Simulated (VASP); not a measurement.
Here is a VASP 6.6.1 calculation.

The input INCAR:

```
PREC = Accurate
ENCUT = 520
EDIFF = 1E-6
ISMEAR = 0
SIGMA = 0.02
LREAL = Auto
LASPH = T
NELM = 100
ALGO = Normal
ISIF = 2
LWAVE = F
LCHARG = T
GGA = PE
LELF = T
LVHAR = T
NELECT = 208.0
NBANDS = 122
```

File KPOINTS:

```
regular mesh
0
Gamma
  3 3 3
```

The input POSCAR:

```
Sn8HO16
1.0
   -4.8274195332     -4.8274195332      0.0000000000
    4.8274195332     -4.8274195332      0.0000000000
    0.0000000000      4.8274195332      6.4761384946
Sn O H
8 16 1
Direct
    0.5045877403      0.5006661835      0.0037838907
    0.7458759765      0.7442902432      0.4987220398
    0.9896663890      0.9933855603     -0.0073764636
    0.2716296833      0.2743951359      0.5145347035
    0.1231881750      0.6067879500      0.2484389426
    0.3682617574      0.8792256342      0.7477174869
    0.6168579074      0.1226039931      0.2447646852
    0.8831786449      0.3674917479      0.7490757037
    0.1963279882      0.5055859655      0.0037349417
    0.4381756827      0.7473524571      0.4969557094
    0.6879866441      0.0001017447     -0.0033124678
    0.9470743238      0.2236480758      0.4893513322
    0.1324344988      0.3056626581      0.2483456772
    0.3803044365      0.5786035471      0.7587374798
    0.6289717983      0.8175033717      0.2508144323
    0.8748917238      0.0621521280      0.7474549848
    0.8090029003      0.4913089461     -0.0013494152
    0.0528271102      0.7380967408      0.4973835879
    0.2983941529     -0.0082241117      0.0000833830
    0.5626331421      0.2442763079      0.5001310585
    0.0896613662      0.9341883380      0.2674706542
    0.3736382418      0.1854176006      0.7500641013
    0.6235080852      0.4278787239      0.2499223884
    0.8730488202      0.6731730908      0.7481603434
    0.9829525549      0.9803654584      0.3296106162
```

Potentials or basis: VASP PAW PBE potentials, release 64 (Sn_d, O, H).

Run with:

```bash
$ cat potpaw_PBE.64/Sn_d/POTCAR potpaw_PBE.64/O/POTCAR potpaw_PBE.64/H/POTCAR > POTCAR
$ mpirun -np 1 vasp_std > vasp.out
```

**Question.** What does it give for the largest force?

**Answer.** 0.817 eV/Å.

Forces in eV/Å, atoms in the order of the input:
```
Sn   0.000 -0.013  0.012
Sn   0.008 -0.005  0.013
Sn   0.040 -0.061 -0.058
Sn   0.119  0.107  0.044
Sn  -0.101  0.051 -0.010
Sn   0.005 -0.004  0.051
Sn   0.000 -0.025  0.095
Sn   0.030 -0.057 -0.059
O    0.009 -0.035  0.046
O   -0.003 -0.012  0.000
O   -0.011 -0.014  0.057
O    0.300 -0.128  0.236
O   -0.043  0.074  0.006
O    0.027 -0.045  0.068
O   -0.017 -0.097  0.030
O    0.050 -0.052 -0.043
O    0.001 -0.002  0.004
O    0.005 -0.004 -0.016
O    0.006  0.018  0.045
O    0.084  0.100  0.008
O   -0.042  0.040 -0.015
O   -0.007  0.039  0.042
O    0.029  0.003  0.011
O    0.056 -0.004  0.031
H   -0.544  0.123 -0.598
```

Caveat: the cell carries a net charge on a neutralising background, which shifts energy and pressure.
